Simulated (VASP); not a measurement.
Here is a VASP 6.6.1 calculation.

The input INCAR:

```
PREC = Accurate
ENCUT = 840
EDIFF = 1E-6
ISMEAR = 0
SIGMA = 0.05
LREAL = F
LASPH = T
NELM = 120
ALGO = Normal
ISIF = 2
LWAVE = F
LCHARG = F
GGA = PE
NBANDS = 15
GGA_COMPAT = F
```

Contents of KPOINTS:

```
regular mesh
0
Gamma
  10 10 10
```

The input POSCAR:

```
MgO
1.0
    0.0000000000      2.1803991440      2.1803991440
    2.1803991440      0.0000000000      2.1803991440
    2.1803991440      2.1803991440      0.0000000000
Mg O
1 1
Direct
    0.0000000000      0.0000000000      0.0000000000
    0.5000000000      0.5000000000      0.5000000000
```

Potentials or basis: VASP PAW PBE potentials, release 64 (Mg_sv, O).

Launch:

```sh
$ cat potpaw_PBE.64/Mg_sv/POTCAR potpaw_PBE.64/O/POTCAR > POTCAR
$ mpirun -np 1 vasp_std > vasp.out
```

(1) Estimate the band gap on the k mesh.

(2) Predict the pressure.

## Answers

(1) 3.79 eV.

(2) -9.6 GPa.

Caveat: the cell stands under tension.
